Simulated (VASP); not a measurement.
Input of a VASP 6.6.1 run:

File POSCAR:

```
Si
1.0
   -3.8319083606      0.0000000000      0.0000000000
   -1.9159541803     -3.3185299852      0.0000000000
    0.0000000000      0.0000000000     18.6836398318
Si
8
Direct
    0.3333333333      0.3333333333      0.4457046892
    0.3333333333      0.3333333333      0.1062729739
    0.6666666667      0.6666666667      0.6154205468
    0.6666666667      0.6666666667      0.2759888315
    0.3333333333      0.3333333333      0.5725904567
    0.3333333333      0.3333333333      0.2331587414
    0.6666666667      0.6666666667      0.0634428837
    0.6666666667      0.6666666667      0.4028745990
```

File INCAR.step1:

```
PREC = Accurate
ENCUT = 520
ISMEAR = 0
SIGMA = 0.05
LREAL = F
LASPH = T
NELM = 80
NBANDS = 26
GGA = PE
ALGO = Normal
EDIFF = 1E-4
LWAVE = T
LCHARG = F
```

The input INCAR.step2:

```
PREC = Accurate
ENCUT = 520
EDIFF = 1E-6
ISMEAR = 0
SIGMA = 0.05
LREAL = F
LASPH = T
NELM = 80
ALGO = Normal
ISIF = 2
LWAVE = F
LCHARG = T
METAGGA = R2SCAN
LMIXTAU = T
LELF = T
LVHAR = T
NBANDS = 26
ISTART = 1
```

The input KPOINTS:

```
Automatic mesh
0
Gamma
  8 8 2
```

Potentials or basis: VASP PAW PBE potentials, release 64 (Si).

Command:

```sh
$ cat potpaw_PBE.64/Si/POTCAR > POTCAR
$ cp INCAR.step1 INCAR
$ mpirun -np 1 vasp_std > vasp.out
$ cp INCAR.step2 INCAR
$ mpirun -np 1 vasp_std > vasp.out
```

Task: Estimate the band gap on the k mesh.

Result: Zero (bands 16 and 17 overlap by 0.40 eV).

Task: Estimate the largest force.

Result: 0.876 eV/Å.

Forces in eV/Å, atoms in the order of the input:
```
Si   0.000  0.000 -0.274
Si   0.000  0.000 -0.876
Si   0.000  0.000 -0.684
Si   0.000  0.000 -0.035
Si   0.000  0.000  0.876
Si   0.000  0.000  0.274
Si   0.000  0.000  0.684
Si   0.000  0.000  0.035
```

Caveat: the cell differs from its parent crystal (the distance across one plane changed); the PAW data sets were made with another functional, which shifts forces and pressure a little.
